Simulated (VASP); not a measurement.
# PtSe2 (P-3m1) in VASP: a series of runs

PtSe2 is run at these levels: revPBE+D4, PBE; tasks: relaxation of cell and atoms, single point.

Everything below comes from runs of VASP 6.6.1. Logs are shortened: lines on timing, memory, paths and dates and some standing lists are left out, and cuts for length are marked.

## 1. The cell of the first run

The structure is trigonal, space group P-3m1 (No. 164). The conventional cell has a = 3.724 Å, b = 3.724 Å, c = 5.062 Å, α = 90.00°, β = 90.00°, γ = 120.00°. Pt (site symmetry -3m) has 6 Se at 2.49 Å within 3.3 Å. Within 3.4 Å of Se (site symmetry 3m) lie 3 Pt at 2.49 Å and 6 Se at 3.32 Å.

## 2. Relaxation of cell and atoms, revPBE+D4

INCAR

```
SYSTEM = PtSe2
PREC = Accurate
ENCUT = 600
EDIFF = 1E-6
ISMEAR = -1
SIGMA = 0.05
LREAL = .FALSE.
LASPH = .TRUE.
NELM = 60
ALGO = Normal
ISIF = 3
LWAVE = .FALSE.
LCHARG = .FALSE.
GGA = RE
IVDW = 13
IBRION = 2
NSW = 60
EDIFFG = -0.01
```

KPOINTS

```
Automatic mesh
0
G
  8 8 5
  0 0 0
```

POSCAR

```
PtSe2
1.0
    3.7240000000      0.0000000000      0.0000000000
   -1.8620000000      3.2250786037      0.0000000000
    0.0000000000      0.0000000000      5.0620000000
Pt Se
1 2
Direct
    0.0000000000      0.0000000000      0.0000000000
    0.6666666667      0.3333333333      0.7500000000
    0.3333333333      0.6666666667      0.2500000000
```

Potentials or basis: VASP PAW PBE potentials, release 64 (Pt, Se).

Command:

```
> cat potpaw_PBE.64/Pt/POTCAR potpaw_PBE.64/Se/POTCAR > POTCAR
> mpirun -np 1 vasp_std > vasp.out
```

OUTCAR:

```text
SYSTEM = PtSe2
   PREC = Accurate
   ENCUT = 600
   EDIFF = 1E-6
   ISMEAR = -1
   LREAL = .FALSE.
   LASPH = .TRUE.
   NELM = 60
   ISIF = 3
   GGA = RE
   IVDW = 13
   IBRION = 2
   NSW = 60
   EDIFFG = -0.01

 ion  position               nearest neighbor table
   1  0.000  0.000  0.000-   2 2.49   3 2.49   2 2.49   3 2.49   2 2.49   3 2.49
   2  0.667  0.333  0.750-   1 2.49   1 2.49   1 2.49
   3  0.333  0.667  0.250-   1 2.49   1 2.49   1 2.49

  LATTYP: Found a hexagonal cell.
 ALAT       =     3.7240000000
 C/A-ratio  =     1.3592910849

  Lattice vectors:

 A1 = (   3.7240000000,   0.0000000000,   0.0000000000)
 A2 = (  -1.8620000000,   3.2250786037,   0.0000000000)
 A3 = (   0.0000000000,   0.0000000000,   5.0620000000)

Analysis of symmetry for initial positions (statically):
=====================================================================
 Subroutine PRICEL returns:
 Original cell was already a primitive cell.

 Routine SETGRP: Setting up the symmetry group for a
 hexagonal supercell.

 Subroutine GETGRP returns: Found 12 space group operations
 (whereof 12 operations were pure point group operations)
 out of a pool of 24 trial point group operations.

The static configuration has the point symmetry D_3d.

Analysis of symmetry for dynamics (positions and initial velocities):
=====================================================================
 Subroutine PRICEL returns:
 Original cell was already a primitive cell.

 Routine SETGRP: Setting up the symmetry group for a
 hexagonal supercell.

 Subroutine GETGRP returns: Found 12 space group operations
 (whereof 12 operations were pure point group operations)
 out of a pool of 24 trial point group operations.

The dynamic configuration has the point symmetry D_3d.

 Subroutine INISYM returns: Found 12 space group operations
 (whereof 12 operations are pure point group operations),
 and found     1 'primitive' translations

----------------------------------------------------------------------------------------

                                     Primitive cell

  volume of cell :      60.7956

  direct lattice vectors                    reciprocal lattice vectors
     3.724000000  0.000000000  0.000000000     0.268528464  0.155034981  0.000000000
    -1.862000000  3.225078604  0.000000000     0.000000000  0.310069962  0.000000000
     0.000000000  0.000000000  5.062000000     0.000000000  0.000000000  0.197550375

  length of vectors
     3.724000000  3.724000000  5.062000000     0.310069962  0.310069962  0.197550375

  position of ions in fractional coordinates (direct lattice)
     0.000000000  0.000000000  0.000000000
     0.666666667  0.333333333  0.750000000
     0.333333333  0.666666667  0.250000000

  ion indices of the primitive-cell ions
   primitive index   ion index
[... 89 lines left out ...]
   EFERMI =   0.00;   METHOD = LEGACY
   ISMEAR =    -1;   SIGMA  =   0.05  broadening in eV -4-tet -1-fermi 0-gaus
   EFERMI_NEDOS =   21; number of points for ismear=-14 and -15
   IALGO  =     38    algorithm
   IMIX   =      4    mixing-type and parameters
     AMIX     =   0.40;   BMIX     =  1.00
     AMIX_MAG =   1.60;   BMIX_MAG =  1.00
  volume/ion in A,a.u.               =      20.27       136.76
  Fermi-wavevector in a.u.,A,eV,Ry     =   1.166608  2.204570 18.517184  1.360975
  Thomas-Fermi vector in A             =   2.303119
   LORBIT       =      0    0 simple, 1 ext, 2 COOP (PROOUT), +10 PAW based schemes
   GGA     = RE    functional components
   LHFCALC =     F    Hartree Fock is set to
   AEXX    =    0.0000 exact exchange contribution
   IVDW    =    13    specifies the selected vdW correction
   LEPSILON=     F    determine dielectric tensor
   LRPA    =     F    only Hartree local field effects (RPA)
 conjugate gradient relaxation of ions
 non-spin polarized calculation
  energy-cutoff  :      600.00
  volume of cell :       60.80
 maximum number of plane-waves:      2057
 NGX is ok and might be reduce to    30
   NGX = 15   NGY = 15   NGZ = 21

--------------------------------------- Ionic step        1  -------------------------------------------

 number of electron      22.0000000 magnetization

 Free energy of the ion-electron system (eV)
  ---------------------------------------------------
  ext. energy  EPLUGINS =         0.00000000
  ---------------------------------------------------
  free energy    TOTEN  =       -12.98659829 eV

  energy without entropy =      -12.98144732  energy(sigma->0) =      -12.98402280

------------------------ aborting loop because EDIFF is reached ----------------------------------------

  DFT-D4 for vdW energy calculation

  Edisp (eV):   -2.61776
[... 108 lines left out ...]
  FREE ENERGIE OF THE ION-ELECTRON SYSTEM (eV)
  ---------------------------------------------------
  free  energy   TOTEN  =       -15.6246175875 eV

  energy  without entropy=      -15.6191244641  energy(sigma->0) =      -15.62187103

[... ionic steps 4 to 12 ...]

--------------------------------------- Ionic step       13  -------------------------------------------

 number of electron      22.0000003 magnetization

------------------------ aborting loop because EDIFF is reached ----------------------------------------
[... 77 lines left out ...]
--------------------------------------- Ionic step       15  -------------------------------------------

 number of electron      22.0000003 magnetization

 Free energy of the ion-electron system (eV)
  ---------------------------------------------------
  ext. energy  EPLUGINS =         0.00000000
  ---------------------------------------------------
  free energy    TOTEN  =       -12.92358415 eV

  energy without entropy =      -12.92037052  energy(sigma->0) =      -12.92197733

 E-fermi :   7.1829     XC(G=0): -10.9181

 val. band max:        7.0763976564   @ k =   0.3750   0.2500   0.0000
 cond. band min:       7.3095152324   @ k =   0.0000   0.3750   0.2000
 fundamental gap:      0.2331175760
 Fermi energy:         7.1829440219

 k-point     1 :       0.0000    0.0000    0.0000
  band No.  band energies     occupation
      1      -8.7110      2.00000
      2      -5.3586      2.00000
      3      -0.1239      2.00000
      4       0.8447      2.00000
      5       0.8447      2.00000
      6       3.3123      2.00000
      7       3.3123      2.00000
      8       4.6242      2.00000
      9       6.1256      2.00000
     10       6.1256      2.00000
     11       8.0021      0.00000
     12       8.0442      0.00000
     13       8.0442      0.00000
     14      10.4364      0.00000
[... 401 lines left out ...]
      2      -6.2974      2.00000
      3       0.4048      2.00000
      4       0.8582      2.00000
      5       1.3771      2.00000
      6       2.3421      2.00000
      7       2.6259      2.00000
      8       3.8403      2.00000
      9       4.0182      2.00000
     10       4.8305      2.00000
     11       5.6524      2.00000
     12       7.5643      0.00097
     13       8.6769      0.00000
     14      12.1284      0.00000
     15      14.2448      0.00000

 [... further k-points ...]

------------------------ aborting loop because EDIFF is reached ----------------------------------------

  DFT-D4 for vdW energy calculation

  Edisp (eV):   -2.76762
[... 26 lines left out ...]
  FREE ENERGIE OF THE ION-ELECTRON SYSTEM (eV)
  ---------------------------------------------------
  free  energy   TOTEN  =       -15.6912042163 eV

  energy  without entropy=      -15.6879905833  energy(sigma->0) =      -15.68959740

 reached required accuracy - stopping structural energy minimisation
```

OSZICAR:

```text
N       E                     dE             d eps       ncg     rms          rms(c)
DAV:   1     0.129379043385E+03    0.12938E+03   -0.11195E+04  1208   0.145E+03
DAV:   2    -0.803486452978E+01   -0.13741E+03   -0.13433E+03  1564   0.251E+02
[... 131 lines left out ...]
  14 F= -.15691167E+02 E0= -.15689570E+02  d E =-.670183E-04
       N       E                     dE             d eps       ncg     rms          rms(c)
DAV:   1    -0.129237950365E+02   -0.25746E-02   -0.17575E-02  1200   0.951E-01    0.989E-02
DAV:   2    -0.129236323112E+02    0.16273E-03   -0.12021E-03  1256   0.340E-01    0.476E-02
DAV:   3    -0.129235947814E+02    0.37530E-04   -0.84474E-05  1431   0.960E-02    0.217E-02
DAV:   4    -0.129235838902E+02    0.10891E-04   -0.57690E-05  1270   0.508E-02    0.825E-03
DAV:   5    -0.129235841490E+02   -0.25888E-06   -0.31547E-06  1270   0.128E-02
  15 F= -.15691204E+02 E0= -.15689597E+02  d E =-.103788E-03
```

Run time: 3 min. Hardware: 1 thread of Intel Xeon 6975P-C (Granite Rapids), shared host; peak memory 0.22 GiB.

What came out:

- Free energy: -15.6912 eV
- Relaxed volume: 19.26 Å³/atom
- Relaxed cell: a = 3.760 Å, b = 3.760 Å, c = 4.720 Å, α = 90.00°, β = 90.00°, γ = 120.00°
- Space group after relaxing (to 0.1 Å): P-3m1 (No. 164)
- Energy gained by relaxing: 28.9 meV/atom
- Ionic steps: 15
- Pressure after relaxing: 0.0 GPa
- Largest force after relaxing: 0.004 eV/Å
- Band gap on the k mesh: zero (bands 11 and 12 overlap by 0.93 eV)
- Dispersion energy per atom: -0.923 eV

Forces on the atoms (eV/Å):
```
Pt   0.000  0.000  0.000
Se   0.000  0.000 -0.004
Se   0.000  0.000  0.004
```

Step by step:
| step | energy change (eV) | largest force (eV/Å) | pressure (GPa) | volume (Å³) |
| --- | --- | --- | --- | --- |
| 1 | 0.0000 | 0.6997 | 2.30 | 60.80 |
| 2 | 0.0052 | 0.1434 | -5.00 | 63.38 |
| 3 | -0.0203 | 0.2835 | -1.36 | 61.99 |
| 4 | -0.0387 | 0.2239 | -1.17 | 61.17 |
| 5 | -0.0735 | 0.0140 | -0.18 | 58.77 |
| 6 | -0.0751 | 0.1286 | 0.37 | 57.90 |
| 7 | -0.0754 | 0.0887 | 0.19 | 58.19 |
| 8 | -0.0848 | 0.1364 | -0.31 | 57.81 |
| 9 | -0.0851 | 0.1467 | -0.39 | 57.74 |
| 10 | -0.0835 | 0.1078 | 1.60 | 57.06 |
| 11 | -0.0861 | 0.0506 | 0.36 | 57.47 |
| 12 | -0.0867 | 0.0030 | -0.07 | 57.76 |
| 13 | -0.0867 | 0.0125 | 0.02 | 57.70 |
| 14 | -0.0868 | 0.0052 | 0.02 | 57.73 |
| 15 | -0.0868 | 0.0043 | 0.04 | 57.78 |

Final structure:
```
Pt Se
1.0
     3.75959    0.00000    0.00000
    -1.87980    3.25590    0.00000
     0.00000    0.00000    4.72015
Pt Se
1 2
Direct
  0.00000 0.00000 0.00000
  0.66667 0.33333 0.72806
  0.33333 0.66667 0.27194
```

Levels at points of the mesh, in eV from the Fermi level:
| k point | band 9 | band 10 | band 11 | band 12 | band 13 | band 14 |
| --- | --- | --- | --- | --- | --- | --- |
| (0.00, 0.00, 0.00) | -1.06 | -1.06 | 0.82 | 0.86 | 0.86 | 3.25 |
| (0.50, 0.00, 0.00) | -3.39 | -3.33 | -3.00 | 0.41 | 2.58 | 5.17 |

Caveat: the PAW data sets were made with another functional, which shifts forces and pressure a little; spin-orbit coupling is left out, which moves the levels of the heavy elements.

## 3. Single point, PBE, non-collinear spin, zero start, spin-orbit coupling

This run uses another cell than the first one, of 19.05 Å³/atom.

INCAR

```
PREC = Accurate
ENCUT = 520
EDIFF = 1E-6
ISMEAR = -1
SIGMA = 0.05
LREAL = F
LASPH = T
NELM = 150
ALGO = Normal
ISIF = 2
LWAVE = F
LCHARG = F
MAGMOM = 0 0 0 0 0 0 0 0 0
LORBIT = 11
LSORBIT = T
GGA_COMPAT = F
LORBMOM = T
LMAXMIX = 4
GGA = PE
NBANDS = 35
```

KPOINTS

```
regular mesh
0
Gamma
  8 8 5
```

POSCAR

```
PtSe2
1.0
    3.6479786689      0.0000000000      0.0000000000
   -1.8239893344      3.1592421997      0.0000000000
    0.0000000000      0.0000000000      4.9586648823
Pt Se
1 2
Direct
    0.0000000000      0.0000000000      0.0000000000
    0.6666666667      0.3333333333      0.7500000000
    0.3333333333      0.6666666667      0.2500000000
```

Potentials or basis: VASP PAW PBE potentials, release 64 (Pt, Se).

Command:

```
> cat potpaw_PBE.64/Pt/POTCAR potpaw_PBE.64/Se/POTCAR > POTCAR
> mpirun -np 1 vasp_ncl > vasp.out
```

Wall time 100 s (1 thread of Intel Xeon 6975P-C (Granite Rapids), shared host); peak memory 0.36 GiB.

It converged, with:

| Quantity | Value |
| --- | --- |
| Free energy | -14.3021 eV |
| Pressure | 17.9 GPa |
| Largest force | 1.505 eV/Å |
| Net moment | 0.00 μB per cell |
| Valence electrons inside the program's atomic spheres | Pt 9.64; Se 3.86 |

Forces in eV/Å, atoms in the order of the input:
```
Pt   0.000  0.000  0.000
Se   0.000  0.000 -1.505
Se   0.000  0.000  1.505
```

Stress tensor (GPa, compression positive):
```
19.67  0.00  0.00
 0.00 19.67  0.00
 0.00  0.00 14.22
```

Moments on the atoms (μB; x, y, z):
```
Pt  0.00 0.00 0.00
Se  0.00 0.00 0.00
Se  0.00 0.00 0.00
```

Caveat: the stress differs along the axes, from 14 to 20 GPa; forces of over 1 eV/Å act on the atoms, so gaps and moduli don't describe the material at rest.

The gap in the log of VASP goes by the Fermi energy; the results here count the filled bands.